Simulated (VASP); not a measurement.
# Al (a cell with a defect) in VASP: further runs

The runs below take Al (a cell with a defect) through single point, with LDA.

Program: VASP 6.6.1. These are calculated values, not measurements. Logs are shortened: lines on timing, memory, paths and dates and some standing lists are left out, and cuts for length are marked.

**1. The cell of the first run**

The cell holds a defect, 33 atoms: a = 8.100 Å, b = 8.100 Å, c = 8.100 Å, α = 90.00°, β = 90.00°, γ = 90.00°.

**2. Single point, LDA**

INCAR

```
  PREC = Accurate
  ENCUT = 520
  EDIFF = 1E-6
  ISMEAR = 0
  SIGMA = 0.1
  LREAL = Auto
  LASPH = T
  NELM = 80
  ALGO = Normal
  ISIF = 2
  LWAVE = F
  LCHARG = T
  GGA = CA
  LELF = T
  LVHAR = T
  NBANDS = 72
```

KPOINTS

```
Automatic mesh
0
Gamma
  3 3 3
```

POSCAR

```
Al
1.0
    8.1000000000      0.0000000000      0.0000000000
    0.0000000000      8.1000000000      0.0000000000
    0.0000000000      0.0000000000      8.1000000000
Al
33
Direct
    0.5003009877      0.0148069136      0.0002091358
    0.7547518519      0.2500160494      0.0000001235
    0.7475881481     -0.0025479012      0.2527671605
   -0.0001046914      0.0047419753     -0.0000037037
    0.2453780247      0.2500011111     -0.0000138272
    0.5002918519      0.4852785185      0.0002056790
    0.7647803704      0.7501264198      0.0002114815
    0.2523737037     -0.0020079012      0.2522195062
    0.5002920988      0.2501975309      0.2352680247
    0.7477283951      0.5026243210      0.2526209877
    0.4997066667      0.0581349383      0.4999424691
    0.7647795062      0.2502032099      0.5001243210
    0.7474327160     -0.0027059259      0.7472914815
   -0.0001183951      0.4953695062     -0.0000097531
    0.2352323457      0.7501185185      0.0002058025
   -0.0001180247      0.2500056790      0.2453606173
    0.2522122222      0.5020639506      0.2520607407
    0.4996871605      0.7499580247      0.1929649383
    0.0005858025      0.0147935802      0.5001222222
    0.2352337037      0.2501977778      0.5001166667
    0.4996871605      0.4429180247      0.4999335802
    0.8093375309      0.7499786420      0.4999528395
    0.2525480247     -0.0021762963      0.7478211111
    0.5003007407      0.2502006173      0.7647929630
    0.7475677778      0.5027907407      0.7474291358
    0.0005759259      0.7501204938      0.2352874074
    0.0005755556      0.4852993827      0.5001185185
    0.1941872840      0.7499561728      0.4999317284
   -0.0001049383      0.2500118519      0.7547328395
    0.2523925926      0.5022417284      0.7479704938
    0.4997060494      0.7499671605      0.8081856790
    0.0005853086      0.7501240741      0.7647804938
    0.5023788889      0.7507017284      0.5007692593
```

Potentials or basis: VASP PAW LDA potentials, release 64 (Al).

Run with:

```
$ cat potpaw_LDA.64/Al/POTCAR > POTCAR
$ mpirun -np 1 vasp_std > vasp.out
```

OUTCAR:

```text
PREC = Accurate
   ENCUT = 520
   EDIFF = 1E-6
   ISMEAR = 0
   LREAL = Auto
   LASPH = T
   NELM = 80
   ISIF = 2
   GGA = CA

 ion  position               nearest neighbor table
   1  0.500  0.015  0.000-  31 2.65  18 2.65   9 2.69  24 2.70   2 2.81   5 2.81   3 2.87   8 2.87
                            13 2.87  23 2.87   7 3.03  15 3.03
   2  0.755  0.250  0.000-  24 2.81   1 2.81   6 2.81   9 2.81  29 2.81   4 2.81  14 2.81  16 2.81
                            10 2.89   3 2.89  25 2.89  13 2.90
   3  0.748  0.997  0.253-   1 2.87   7 2.87   9 2.87  12 2.87  26 2.87  19 2.87  22 2.88  11 2.88
                            18 2.88  16 2.89   4 2.89   2 2.89
   4  1.000  0.005  1.000-   7 2.81  32 2.81  26 2.81  15 2.81   2 2.81  29 2.81  16 2.81   5 2.81
                             8 2.89  23 2.89   3 2.89  13 2.89
   5  0.245  0.250  1.000-  24 2.81   1 2.81   6 2.81   9 2.81  29 2.81   4 2.81  14 2.81  16 2.81
                            17 2.89   8 2.89  30 2.89  23 2.89
   6  0.500  0.485  0.000-  31 2.65  18 2.65   9 2.69  24 2.69   2 2.81   5 2.81  10 2.87  17 2.87
                            25 2.87  30 2.87   7 3.03  15 3.04
   7  0.765  0.750  0.000-  31 2.65  18 2.65  26 2.70  32 2.70   4 2.81  14 2.81   3 2.87  10 2.87
                            13 2.87  25 2.87   1 3.03   6 3.03
   8  0.252  0.998  0.252-  26 2.87  19 2.87  15 2.87   1 2.87  20 2.87   9 2.87  11 2.88  18 2.88
                            28 2.88   5 2.89  16 2.89   4 2.89
   9  0.500  0.250  0.235-  11 2.65  21 2.65   6 2.69   1 2.69   2 2.81   5 2.81  10 2.87  17 2.87
[... 32 lines left out ...]
                            21 2.88  14 2.89  29 2.89   2 2.89
  26  0.001  0.750  0.235-  22 2.64  28 2.66  15 2.69   7 2.70   4 2.81  14 2.81   8 2.87  17 2.87
                             3 2.87  10 2.87  19 3.03  27 3.03
  27  0.001  0.485  0.500-  22 2.64  28 2.66  20 2.69  12 2.70  29 2.81  16 2.81  30 2.87  17 2.87
                            25 2.87  10 2.87  32 3.03  26 3.03
  28  0.194  0.750  0.500-  33 2.50  26 2.66  27 2.66  19 2.66  32 2.66  17 2.88   8 2.88  30 2.88
                            23 2.88  22 3.12
  29  1.000  0.250  0.755-  12 2.81  19 2.81  27 2.81  20 2.81   2 2.81   4 2.81  14 2.81   5 2.81
                            30 2.89  23 2.89  25 2.89  13 2.89
  30  0.252  0.502  0.748-  27 2.87  32 2.87  20 2.87  24 2.87  15 2.87   6 2.87  31 2.88  21 2.88
                            28 2.88   5 2.89  14 2.89  29 2.89
  31  0.500  0.750  0.808-  33 2.49  15 2.65   6 2.65   1 2.65   7 2.65  30 2.88  23 2.88  25 2.88
                            13 2.88  18 3.12
  32  0.001  0.750  0.765-  22 2.65  28 2.66  15 2.69   7 2.70   4 2.81  14 2.81  23 2.87  30 2.87
                            13 2.87  25 2.87  19 3.03  27 3.03
  33  0.502  0.751  0.501-  22 2.49  31 2.49  11 2.49  21 2.49  18 2.49  28 2.50

  LATTYP: Found a simple cubic cell.
 ALAT       =     8.1000000000

  Lattice vectors:

 A1 = (   8.1000000000,   0.0000000000,   0.0000000000)
 A2 = (   0.0000000000,   8.1000000000,   0.0000000000)
 A3 = (   0.0000000000,   0.0000000000,   8.1000000000)

Analysis of symmetry for initial positions (statically):
=====================================================================
 Subroutine PRICEL returns:
 Original cell was already a primitive cell.

 Routine SETGRP: Setting up the symmetry group for a
 simple cubic supercell.

 Subroutine GETGRP returns: Found  1 space group operations
 (whereof  1 operations were pure point group operations)
 out of a pool of 48 trial point group operations.

The static configuration has the point symmetry C_1 .

Analysis of symmetry for dynamics (positions and initial velocities):
=====================================================================
 Subroutine PRICEL returns:
 Original cell was already a primitive cell.

 Routine SETGRP: Setting up the symmetry group for a
 simple cubic supercell.

 Subroutine GETGRP returns: Found  1 space group operations
 (whereof  1 operations were pure point group operations)
 out of a pool of 48 trial point group operations.

The dynamic configuration has the point symmetry C_1 .

 Subroutine INISYM returns: Found  1 space group operations
 (whereof  1 operations are pure point group operations),
 and found     1 'primitive' translations

----------------------------------------------------------------------------------------

                                     Primitive cell

  volume of cell :     531.4410

  direct lattice vectors                    reciprocal lattice vectors
     8.100000000  0.000000000  0.000000000     0.123456790  0.000000000  0.000000000
     0.000000000  8.100000000  0.000000000     0.000000000  0.123456790  0.000000000
     0.000000000  0.000000000  8.100000000     0.000000000  0.000000000  0.123456790

  length of vectors
     8.100000000  8.100000000  8.100000000     0.123456790  0.123456790  0.123456790

  position of ions in fractional coordinates (direct lattice)
     0.500300988  0.014806914  0.000209136
     0.754751852  0.250016049  0.000000124
     0.747588148  0.997452099  0.252767160
     0.999895309  0.004741975  0.999996296
     0.245378025  0.250001111  0.999986173
     0.500291852  0.485278519  0.000205679
[... 25 lines left out ...]
     0.000585309  0.750124074  0.764780494
     0.502378889  0.750701728  0.500769259

  ion indices of the primitive-cell ions
   primitive index   ion index
                 1           1
                 2           2
                 3           3
                 4           4
                 5           5
                 6           6
[... 25 lines left out ...]
                32          32
                33          33

----------------------------------------------------------------------------------------

 KPOINTS: Automatic mesh

Automatic generation of k-mesh.
 Grid dimensions read from file:
 generate k-points for:    3    3    3

 Generating k-lattice:

  Cartesian coordinates                     Fractional coordinates (reciprocal lattice)
     0.041152263  0.000000000  0.000000000     0.333333333  0.000000000  0.000000000
     0.000000000  0.041152263  0.000000000     0.000000000  0.333333333  0.000000000
     0.000000000  0.000000000  0.041152263     0.000000000  0.000000000  0.333333333

  Length of vectors
     0.041152263  0.041152263  0.041152263

  Shift w.r.t. Gamma in fractional coordinates (k-lattice)
     0.000000000  0.000000000  0.000000000

 Subroutine IBZKPT returns following result:
 ===========================================

 Found     14 irreducible k-points:

 Following reciprocal coordinates:
            Coordinates               Weight
  0.000000  0.000000  0.000000      1.000000
  0.333333  0.000000  0.000000      2.000000
  0.000000  0.333333  0.000000      2.000000
  0.000000  0.000000  0.333333      2.000000
  0.333333  0.333333  0.000000      2.000000
  0.000000  0.333333  0.333333      2.000000
  0.333333  0.000000  0.333333      2.000000
 -0.333333  0.333333  0.000000      2.000000
 -0.333333  0.000000  0.333333      2.000000
  0.000000 -0.333333  0.333333      2.000000
  0.333333  0.333333  0.333333      2.000000
 -0.333333  0.333333  0.333333      2.000000
 -0.333333 -0.333333  0.333333      2.000000
  0.333333 -0.333333  0.333333      2.000000
   k-points           NKPTS =     14   k-points in BZ     NKDIM =     14   number of bands    NBANDS=     72
   number of dos      NEDOS =    301   number of ions     NIONS =     33
   total plane-waves  NPLWV = 216000
   dimension x,y,z NGX =    60 NGY =   60 NGZ =   60
   dimension x,y,z NGXF=   120 NGYF=  120 NGZF=  120
   ions per type =              33
   NGX,Y,Z   is equivalent  to a cutoff of  12.31, 12.31, 12.31 a.u.
   NGXF,Y,Z  is equivalent  to a cutoff of  24.63, 24.63, 24.63 a.u.
 SYSTEM =  unknown system
   PREC   = accura    normal or accurate (medium, high low for compatibility)
   ISTART =      0    job   : 0-new  1-cont  2-samecut
   ICHARG =      2    charge: 1-file 2-atom 10-const
   ISPIN  =      1    spin polarized calculation?
   LNONCOLLINEAR =      F non collinear calculations
   LSORBIT =      F    spin-orbit coupling
   LASPH  =      T    aspherical Exc in radial PAW
   ENCUT  =  520.0 eV  38.22 Ry    6.18 a.u.  15.06 15.06 15.06*2*pi/ulx,y,z
   NELM   =     80;   NELMIN=  2; NELMDL= -5     # of ELM steps
   EDIFF  = 0.1E-05   stopping-criterion for ELM
   LREAL  =      T    real-space projection
   EDIFFG = 0.1E-04   stopping-criterion for IOM
   NSW    =      0    number of steps for IOM
   IBRION =     -1    ionic relax: 0-MD 1-quasi-New 2-CG
   NFREE  =      0    steps in history (QN), initial steepest desc. (CG)
   ISIF   =      2    stress and relaxation
   ISYM   =      2    0-nonsym 1-usesym 2-fastsym
   POTIM  = 0.5000    time-step for ionic-motion
   TEBEG  =    0.0;   TEEND  =   0.0 temperature during run
   PSTRESS=    0.0 pullay stress
   NELECT =      99.0000    total number of electrons
   NUPDOWN=      -1.0000    fix difference up-down
   EMIN   =  10.00;   EMAX   =-10.00  energy-range for DOS
   EFERMI =   0.00;   METHOD = LEGACY
   ISMEAR =     0;   SIGMA  =   0.10  broadening in eV -4-tet -1-fermi 0-gaus
   EFERMI_NEDOS =   21; number of points for ismear=-14 and -15
   IALGO  =     38    algorithm
   IMIX   =      4    mixing-type and parameters
     AMIX     =   0.40;   BMIX     =  1.00
     AMIX_MAG =   1.60;   BMIX_MAG =  1.00
  volume/ion in A,a.u.               =      16.10       108.68
  Fermi-wavevector in a.u.,A,eV,Ry     =   0.934978  1.766853 11.894002  0.874184
  Thomas-Fermi vector in A             =   2.061839
   LORBIT       =      0    0 simple, 1 ext, 2 COOP (PROOUT), +10 PAW based schemes
   GGA     = CA    functional components
   LHFCALC =     F    Hartree Fock is set to
   AEXX    =    0.0000 exact exchange contribution
   IVDW    =     0    specifies the selected vdW correction
   LEPSILON=     F    determine dielectric tensor
   LRPA    =     F    only Hartree local field effects (RPA)
 non-spin polarized calculation
 Gauss-broadening in eV      SIGMA  =   0.10
  energy-cutoff  :      520.00
  volume of cell :      531.44
 maximum number of plane-waves:     14358
   NGX = 31   NGY = 31   NGZ = 31

 number of electron      98.9999999 magnetization

 Free energy of the ion-electron system (eV)
  ---------------------------------------------------
  ext. energy  EPLUGINS =         0.00000000
  ---------------------------------------------------
  free energy    TOTEN  =      -136.56621385 eV

  energy without entropy =     -136.53671021  energy(sigma->0) =     -136.55146203

 E-fermi :   8.0604     XC(G=0): -10.4206

 val. band max:        8.0543553820   @ k =  -0.3333   0.0000   0.3333
 cond. band min:       8.1839140583   @ k =   0.3333   0.0000   0.0000
 fundamental gap:      0.1295586764
 Fermi energy:         8.0603615470

 k-point     1 :       0.0000    0.0000    0.0000
  band No.  band energies     occupation
      1      -3.2577      2.00000
      2      -1.2757      2.00000
      3      -1.2756      2.00000
      4      -0.9751      2.00000
      5      -0.8695      2.00000
      6      -0.8695      2.00000
[... 885 lines left out ...]
     60       9.6265      0.00000
     61       9.6265      0.00000
 [bands above 61 left out]

------------------------ aborting loop because EDIFF is reached ----------------------------------------

  FORCE on cell =-STRESS in cart. coord.  units (eV):
  Direction    XX          YY          ZZ          XY          YZ          ZX
  --------------------------------------------------------------------------------------
  -------------------------------------------------------------------------------------
  Total        4.3473426      4.3338290      4.3341734      0.0023422      0.0010897      0.0019948
  in kB       13.1062786     13.0655379     13.0665764      0.0070612      0.0032851      0.0060138
  external PRESSURE =      13.0794643 kB  Pullay stress =       0.0000000 kB

 VOLUME and BASIS-vectors are now :
 -----------------------------------------------------------------------------
  energy-cutoff  :      520.00
  volume of cell :      531.44
      direct lattice vectors                 reciprocal lattice vectors
     8.100000000  0.000000000  0.000000000     0.123456790  0.000000000  0.000000000
     0.000000000  8.100000000  0.000000000     0.000000000  0.123456790  0.000000000
     0.000000000  0.000000000  8.100000000     0.000000000  0.000000000  0.123456790

 POSITION                                       TOTAL-FORCE (eV/Angst)
 -----------------------------------------------------------------------------------
      4.05244      0.11994      0.00169        -0.001514     -0.000907     -0.000242
      6.11349      2.02513      0.00000         0.009173      0.000064      0.000134
      6.05546      8.07936      2.04741         0.000259     -0.001012      0.002287
      8.09915      0.03841      8.09997        -0.000801      0.008047      0.000245
      1.98756      2.02501      8.09989        -0.005776      0.000382      0.000432
      4.05236      3.93076      0.00167        -0.001448      0.002467     -0.000189
[... 25 lines left out ...]
      0.00474      6.07601      6.19472         0.000172     -0.000612     -0.000770
      4.06927      6.08068      4.05623        -0.005951     -0.002547     -0.002469
 -----------------------------------------------------------------------------------
    total drift:                               -0.016587     -0.007800     -0.008357

  FREE ENERGIE OF THE ION-ELECTRON SYSTEM (eV)
  ---------------------------------------------------
  free  energy   TOTEN  =      -136.5662138522 eV

  energy  without entropy=     -136.5367102057  energy(sigma->0) =     -136.55146203
```

Run time: 3.5 min. Hardware: 1 thread of Intel Xeon 6975P-C (Granite Rapids), shared host; peak memory 0.56 GiB.

Results:

```yaml
Free_energy: -136.5662 eV
Pressure: 1.3 GPa
Largest_force: 0.018 eV/Å
Band_gap_on_the_k_mesh: zero (an odd number of electrons rules out a gap without spin polarisation)
```

Forces in eV/Å, atoms in the order of the input:
```
Al  -0.002 -0.001  0.000
Al   0.009  0.000  0.000
Al   0.000 -0.001  0.002
Al  -0.001  0.008  0.000
Al  -0.006  0.000  0.000
Al  -0.001  0.002  0.000
Al   0.000 -0.001  0.000
Al   0.002  0.001  0.000
Al  -0.001  0.000  0.003
Al   0.000  0.002  0.002
Al  -0.001  0.016  0.000
Al   0.000  0.000 -0.001
Al   0.001 -0.001 -0.001
Al  -0.001 -0.007  0.000
Al   0.003 -0.001  0.000
Al  -0.001  0.001 -0.007
Al   0.002  0.001  0.001
Al  -0.002 -0.001 -0.017
Al   0.000 -0.001 -0.001
Al   0.003  0.000 -0.001
Al  -0.002 -0.017 -0.001
Al   0.015 -0.001 -0.001
Al   0.002  0.000  0.000
Al  -0.002  0.000 -0.001
Al   0.001  0.002 -0.001
Al   0.000 -0.001  0.002
Al   0.000  0.002 -0.001
Al  -0.018  0.000  0.000
Al  -0.001  0.000  0.008
Al   0.002  0.000  0.001
Al  -0.001 -0.001  0.016
Al   0.000 -0.001 -0.001
Al  -0.006 -0.003 -0.002
```

Levels at points of the mesh, in eV from the Fermi level:
| k point | band 45 | band 46 | band 47 | band 48 | band 49 | band 50 | band 51 | band 52 | band 53 | band 54 |
| --- | --- | --- | --- | --- | --- | --- | --- | --- | --- | --- |
| (0.00, 0.00, 0.00) | -0.72 | -0.46 | -0.46 | -0.08 | 0.24 | 0.24 | 0.24 | 0.43 | 0.44 | 0.50 |

**3. Single point, LDA**

INCAR

```
  PREC = Accurate
  ENCUT = 520
  EDIFF = 1E-6
  ISMEAR = 0
  SIGMA = 0.1
  LREAL = Auto
  LASPH = T
  NELM = 100
  ALGO = Normal
  ISIF = 2
  LWAVE = F
  LCHARG = F
  GGA = CA
  NBANDS = 72
```

KPOINTS

```
regular mesh
0
Gamma
  3 3 3
```

POSCAR

```
Al
1.0
    8.1000000000      0.0000000000      0.0000000000
    0.0000000000      8.1000000000      0.0000000000
    0.0000000000      0.0000000000      8.1000000000
Al
33
Direct
    0.4971556790     -0.0024940741      0.0025728395
    0.7500588889      0.2499159259     -0.0046193827
    0.7496600000      0.0146970370      0.2498653086
    0.0028413580     -0.0028027160      0.0028833333
    0.2498255556      0.2504322222     -0.0145871605
    0.4975762963      0.5024659259      0.0021608642
    0.7496639506      0.7502207407     -0.0145902469
    0.2501732099      0.0587803704      0.2503577778
    0.5146938272      0.2504282716      0.2498693827
    0.7496671605      0.4852929630      0.2498698765
    0.4975881481     -0.0020677778      0.4976379012
    0.7500640741      0.2499095062      0.5047023457
    0.7500555556      0.0047081481      0.7501781481
    0.0024359259      0.5027898765      0.0024769136
    0.2501804938      0.7497569136     -0.0587527160
   -0.0146985185      0.2504358025      0.2498658025
    0.2501902469      0.4438337037      0.2503650617
    0.5564732099      0.7497453086      0.2503645679
    0.0024134568     -0.0023755556      0.4973223457
    0.2498280247      0.2504303704      0.5147916049
    0.4980076543      0.5020339506      0.4980564198
    0.7496651852      0.7502174074      0.5147953086
    0.2498227160      0.0147076543      0.7496433333
    0.5046239506      0.2499067901      0.7501827160
    0.7500675309      0.4953811111      0.7501832099
   -0.0584867901      0.7497620988      0.2503588889
    0.0020092593      0.5023570370      0.4977351852
    0.2501891358      0.7497459259      0.5562486420
   -0.0047024691      0.2499185185      0.7501786420
    0.2498303704      0.4852782716      0.7496508642
    0.5147124691      0.7502153086      0.7496501235
   -0.0147118519      0.7502232099      0.7496441975
    0.2486493827      0.7517561728      0.2482961728
```

Potentials or basis: VASP PAW LDA potentials, release 64 (Al).

Run with:

```
$ cat potpaw_LDA.64/Al/POTCAR > POTCAR
$ mpirun -np 1 vasp_std > vasp.out
```

Wall time 3.6 min (1 thread of Intel Xeon 6975P-C (Granite Rapids), shared host); peak memory 0.56 GiB.

Results (log left out):

| Quantity | Value |
| --- | --- |
| Free energy | -136.5661 eV |
| Pressure | 1.3 GPa |
| Largest force | 0.025 eV/Å |
| Band gap on the k mesh | zero (an odd number of electrons rules out a gap without spin polarisation) |

Forces on the atoms (eV/Å):
```
Al   0.000  0.002 -0.001
Al   0.000  0.000 -0.009
Al   0.000  0.002  0.000
Al   0.000  0.001  0.000
Al   0.000  0.000 -0.001
Al   0.000  0.000 -0.002
Al   0.000 -0.001 -0.002
Al   0.001  0.022  0.000
Al   0.000  0.000  0.000
Al   0.000  0.000  0.000
Al   0.001  0.002  0.001
Al   0.000 -0.001  0.007
Al   0.000  0.009  0.001
Al  -0.001  0.001 -0.001
Al   0.000  0.000 -0.020
Al  -0.002  0.000  0.000
Al   0.000 -0.025  0.000
Al   0.023  0.000  0.000
Al  -0.001  0.001 -0.001
Al   0.001  0.000  0.000
Al   0.001 -0.001  0.001
Al   0.000 -0.001  0.000
Al   0.001  0.002  0.000
Al   0.007  0.000  0.001
Al   0.000 -0.007  0.001
Al  -0.022  0.000 -0.001
Al  -0.002  0.000  0.000
Al   0.001  0.000  0.024
Al  -0.009  0.000  0.000
Al   0.001  0.000  0.000
Al   0.000 -0.001  0.000
Al  -0.002 -0.001  0.000
Al   0.002 -0.003  0.002
```

Levels at points of the mesh, in eV from the Fermi level:
```tsv
k point	band 45	band 46	band 47	band 48	band 49	band 50	band 51	band 52	band 53	band 54
(0.00, 0.00, 0.00)	-0.72	-0.46	-0.46	-0.08	0.24	0.24	0.24	0.43	0.43	0.50
```
